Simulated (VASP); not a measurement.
# NiPt5 (P-3m1) in VASP: notebook

Runs on NiPt5. Level: PBE. Tasks: relaxation of cell and atoms, single point.

Everything below comes from runs of VASP 6.6.1. Logs are shortened: lines on timing, memory, paths and dates and some standing lists are left out, and cuts for length are marked.

### 1 The cell of the first run

Symmetry: P-3m1, No. 164, trigonal system. The conventional cell has a = 2.774 Å, b = 2.774 Å, c = 13.589 Å, α = 90.00°, β = 90.00°, γ = 120.00°. Within 3.7 Å of Ni (site symmetry -3m) lie 6 Ni at 2.77 Å and 6 Pt at 2.77 Å. Within 3.7 Å of Pt (site symmetry 3m) lie 9 Pt at 2.77 Å and 3 Ni at 2.77 Å. Pt (site symmetry 3m) has 12 Pt at 2.77 Å within 3.7 Å. Pt (site symmetry -3m) has 12 Pt at 2.77 Å within 3.7 Å.

### 2 Relaxation of cell and atoms, PBE, collinear spin, ferromagnetic start

File INCAR:

```
SYSTEM = NiPt5
  PREC = Accurate
  ENCUT = 600
  EDIFF = 1E-6
  ISMEAR = 0
  SIGMA = 0.1
  LREAL = .FALSE.
  LASPH = .TRUE.
  NELM = 150
  ALGO = Normal
  ISIF = 3
  LWAVE = .FALSE.
  LCHARG = .FALSE.
  ISPIN = 2
  MAGMOM = 2 0 0 0 0 0
  LORBIT = 11
  LMAXMIX = 4
  GGA = PE
  IBRION = 2
  NSW = 90
  EDIFFG = -0.04
```

File KPOINTS:

```
Automatic mesh
0
G
  6 6 2
  0 0 0
```

File POSCAR:

```
NiPt5
1.0
    2.7739021700      0.0000000000      0.0000000000
   -1.3869510800      2.4022697400      0.0000000000
    0.0000000000      0.0000000000     13.5892898100
Ni Pt
1 5
Direct
    0.0000000000      0.0000000000      0.0000000000
    0.3333333300      0.6666666700      0.8333333300
    0.6666666700      0.3333333300      0.6666666700
    0.0000000000      0.0000000000      0.5000000000
    0.3333333300      0.6666666700      0.3333333300
    0.6666666700      0.3333333300      0.1666666700
```

Potentials or basis: VASP PAW PBE potentials, release 64 (Ni, Pt).

Run with:

```sh
$ cat potpaw_PBE.64/Ni/POTCAR potpaw_PBE.64/Pt/POTCAR > POTCAR
$ mpirun -np 1 vasp_std > vasp.out
```

OUTCAR:

```text
SYSTEM = NiPt5
   PREC = Accurate
   ENCUT = 600
   EDIFF = 1E-6
   ISMEAR = 0
   LREAL = .FALSE.
   LASPH = .TRUE.
   NELM = 150
   ISIF = 3
   ISPIN = 2
   LORBIT = 11
   GGA = PE
   IBRION = 2
   NSW = 90
   EDIFFG = -0.04

 ion  position               nearest neighbor table
   1  0.000  0.000  0.000-   2 2.77   6 2.77   2 2.77   6 2.77   6 2.77   2 2.77
   2  0.333  0.667  0.833-   3 2.77   3 2.77   3 2.77   1 2.77   1 2.77   1 2.77
   3  0.667  0.333  0.667-   2 2.77   2 2.77   2 2.77   4 2.77   4 2.77   4 2.77
   4  0.000  0.000  0.500-   3 2.77   5 2.77   5 2.77   3 2.77   3 2.77   5 2.77
   5  0.333  0.667  0.333-   6 2.77   6 2.77   6 2.77   4 2.77   4 2.77   4 2.77
   6  0.667  0.333  0.167-   5 2.77   5 2.77   5 2.77   1 2.77   1 2.77   1 2.77

  LATTYP: Found a hexagonal cell.
 ALAT       =     2.7739021700
 C/A-ratio  =     4.8989794799

  Lattice vectors:

 A1 = (   2.7739021700,   0.0000000000,   0.0000000000)
 A2 = (  -1.3869510800,   2.4022697400,   0.0000000000)
 A3 = (   0.0000000000,   0.0000000000,  13.5892898100)

Analysis of symmetry for initial positions (statically):
=====================================================================
 Subroutine PRICEL returns:
 Original cell was already a primitive cell.

 Routine SETGRP: Setting up the symmetry group for a
 hexagonal supercell.

 Subroutine GETGRP returns: Found 12 space group operations
 (whereof 12 operations were pure point group operations)
 out of a pool of 24 trial point group operations.

The static configuration has the point symmetry D_3d.

Analysis of symmetry for dynamics (positions and initial velocities):
=====================================================================
 Subroutine PRICEL returns:
 Original cell was already a primitive cell.

 Routine SETGRP: Setting up the symmetry group for a
 hexagonal supercell.

 Subroutine GETGRP returns: Found 12 space group operations
 (whereof 12 operations were pure point group operations)
 out of a pool of 24 trial point group operations.

The dynamic configuration has the point symmetry D_3d.

Analysis of structural, dynamic, and magnetic symmetry:
=====================================================================
 Subroutine PRICEL returns:
 Original cell was already a primitive cell.

 Routine SETGRP: Setting up the symmetry group for a
 hexagonal supercell.

 Subroutine GETGRP returns: Found 12 space group operations
 (whereof 12 operations were pure point group operations)
[... 138 lines left out ...]

--------------------------------------- Ionic step        1  -------------------------------------------

 number of electron      60.0000007 magnetization       1.4604464

 Free energy of the ion-electron system (eV)
  ---------------------------------------------------
  ext. energy  EPLUGINS =         0.00000000
  ---------------------------------------------------
  free energy    TOTEN  =       -36.09825807 eV

  energy without entropy =      -36.04015534  energy(sigma->0) =      -36.06920671

------------------------ aborting loop because EDIFF is reached ----------------------------------------

  FORCE on cell =-STRESS in cart. coord.  units (eV):
  Direction    XX          YY          ZZ          XY          YZ          ZX
  --------------------------------------------------------------------------------------
  -------------------------------------------------------------------------------------
  Total       -0.7974813     -0.7974813      0.3869196     -0.0000000      0.0000000      0.0000000
  in kB      -14.1098187    -14.1098187      6.8457599     -0.0000000      0.0000000      0.0000000
  external PRESSURE =      -7.1246258 kB  Pullay stress =       0.0000000 kB
[... 101 lines left out ...]
  FREE ENERGIE OF THE ION-ELECTRON SYSTEM (eV)
  ---------------------------------------------------
  free  energy   TOTEN  =       -36.3104058121 eV

  energy  without entropy=      -36.2595040278  energy(sigma->0) =      -36.28495492

 E-fermi :   9.9299     XC(G=0): -13.0991

 val. band max:        9.9286156386   @ k =   0.3333   0.0000   0.5000
 cond. band min:       9.9476507485   @ k =   0.3333   0.3333   0.5000
 fundamental gap:      0.0190351099
 Fermi energy:         9.9298828727

 spin component 1

 k-point     1 :       0.0000    0.0000    0.0000
  band No.  band energies     occupation
      1       0.4152      1.00000
      2       1.3299      1.00000
      3       1.5194      1.00000
      4       2.7526      1.00000
      5       2.9257      1.00000
      6       4.2296      1.00000
[... 1112 lines left out ...]
     36      15.3101      0.00000
     37      16.6158      0.00000

[... ionic steps 4 to 8 ...]

--------------------------------------- Ionic step        9  -------------------------------------------

 number of electron      60.0000006 magnetization       1.2399309

------------------------ aborting loop because EDIFF is reached ----------------------------------------
[... 75 lines left out ...]
--------------------------------------- Ionic step       11  -------------------------------------------

 number of electron      60.0000006 magnetization       1.2273112

 Free energy of the ion-electron system (eV)
  ---------------------------------------------------
  ext. energy  EPLUGINS =         0.00000000
  ---------------------------------------------------
  free energy    TOTEN  =       -36.41265014 eV

  energy without entropy =      -36.36314023  energy(sigma->0) =      -36.38789518

 E-fermi :  10.3673     XC(G=0): -13.2503

 val. band max:       10.3656727464   @ k =   0.3333   0.3333   0.5000
 cond. band min:      10.3726247352   @ k =   0.3333   0.0000   0.5000
 fundamental gap:      0.0069519888
 Fermi energy:        10.3672757393

 spin component 1

 k-point     1 :       0.0000    0.0000    0.0000
  band No.  band energies     occupation
      1       0.6304      1.00000
      2       1.4486      1.00000
      3       1.7829      1.00000
      4       2.9634      1.00000
      5       3.1915      1.00000
      6       4.4592      1.00000
[... 1145 lines left out ...]
  FREE ENERGIE OF THE ION-ELECTRON SYSTEM (eV)
  ---------------------------------------------------
  free  energy   TOTEN  =       -36.4126501370 eV

  energy  without entropy=      -36.3631402297  energy(sigma->0) =      -36.38789518

 reached required accuracy - stopping structural energy minimisation

 total charge

# of ion       s       p       d       tot
------------------------------------------
    1        0.425   0.429   8.283   9.138
    2        0.663   0.608   8.011   9.282
    3        0.629   0.582   8.025   9.236
    4        0.628   0.586   8.021   9.234
    5        0.629   0.582   8.025   9.236
    6        0.663   0.608   8.011   9.282
--------------------------------------------------
tot          3.636   3.394  48.377  55.407

 magnetization (x)

# of ion       s       p       d       tot
------------------------------------------
    1       -0.000  -0.007   0.783   0.776
    2       -0.003  -0.008   0.188   0.177
    3       -0.001  -0.002   0.052   0.049
    4       -0.000  -0.001   0.013   0.012
    5       -0.001  -0.002   0.052   0.049
    6       -0.003  -0.008   0.188   0.177
--------------------------------------------------
tot         -0.008  -0.028   1.276   1.239
```

CONTCAR:

```text
NiPt5
   1.00000000000000
     2.7592586905610506   -0.0000000000339509    0.0000000000000000
    -1.3796293403363220    2.3895881149394804   -0.0000000000000000
     0.0000000000000000   -0.0000000000000001   13.5419582903236879
  Ni              Pt
     1     5
Direct
     0.0000000000000000    0.0000000000000000    0.0000000000000000
     0.3333333300000021    0.6666666699999979    0.8478894957400173
     0.6666666699999979    0.3333333300000021    0.6732055994262622
     0.0000000000000000    0.0000000000000000    0.5000000000000000
     0.3333333300000021    0.6666666699999979    0.3267944005737378
     0.6666666699999979    0.3333333300000021    0.1521105042599827

  0.00000000E+00  0.00000000E+00  0.00000000E+00
  0.00000000E+00  0.00000000E+00  0.00000000E+00
  0.00000000E+00  0.00000000E+00  0.00000000E+00
  0.00000000E+00  0.00000000E+00  0.00000000E+00
  0.00000000E+00  0.00000000E+00  0.00000000E+00
  0.00000000E+00  0.00000000E+00  0.00000000E+00
```

It took 16 min on 1 thread of AMD EPYC 9R45 (Zen 5), shared host; peak memory 0.31 GiB.

What came out:

| Property | Result |
| --- | --- |
| Free energy | -36.4127 eV |
| Relaxed volume | 14.88 Å³/atom |
| Relaxed cell | a = 2.759 Å, b = 2.759 Å, c = 13.542 Å, α = 90.00°, β = 90.00°, γ = 120.00° |
| Space group after relaxing (to 0.1 Å) | P-3m1 (No. 164) |
| Energy gained by relaxing | 52.4 meV/atom |
| Ionic steps | 11 |
| Pressure after relaxing | 0.1 GPa |
| Largest force after relaxing | 0.035 eV/Å |
| Net moment | 1.23 μB per cell |
| Site moments | Ni +0.78; Pt +0.18, +0.05, +0.01 (each value once) μB |
| Valence electrons inside the program's atomic spheres | Ni 9.14; Pt 9.28, 9.24, 9.23 (each value once) |

Forces in eV/Å, atoms in the order of the input:
```
Ni   0.000  0.000  0.000
Pt   0.000  0.000 -0.035
Pt   0.000  0.000 -0.019
Pt   0.000  0.000  0.000
Pt   0.000  0.000  0.019
Pt   0.000  0.000  0.035
```

Step by step:
| step | energy change (eV) | largest force (eV/Å) | pressure (GPa) | volume (Å³) |
| --- | --- | --- | --- | --- |
| 1 | 0.0000 | 1.4998 | -0.71 | 90.55 |
| 2 | -0.1678 | 0.7964 | 0.44 | 89.67 |
| 3 | -0.2121 | 0.8377 | 2.30 | 88.94 |
| 4 | -0.2538 | 0.4619 | -5.19 | 91.57 |
| 5 | -0.2650 | 0.5711 | -2.95 | 90.72 |
| 6 | -0.3025 | 0.2603 | 2.03 | 88.63 |
| 7 | -0.3071 | 0.2528 | 0.53 | 89.14 |
| 8 | -0.3140 | 0.0450 | -0.48 | 89.52 |
| 9 | -0.3140 | 0.0580 | -0.50 | 89.49 |
| 10 | -0.3131 | 0.0541 | 1.15 | 88.96 |
| 11 | -0.3144 | 0.0354 | 0.07 | 89.29 |

Final structure:
```
CELL_PARAMETERS angstrom
2.75926 0.00000 0.00000
-1.37963 2.38959 0.00000
0.00000 0.00000 13.54196
ATOMIC_POSITIONS crystal
Ni 0.00000 0.00000 0.00000
Pt 0.33333 0.66667 0.84789
Pt 0.66667 0.33333 0.67321
Pt 0.00000 0.00000 0.50000
Pt 0.33333 0.66667 0.32679
Pt 0.66667 0.33333 0.15211
```

Caveat: the k points lie up to 0.44 Å⁻¹ apart in the final cell; spin-orbit coupling is left out, which moves the levels of the heavy elements.

(Part 1 of 2 ends here.)
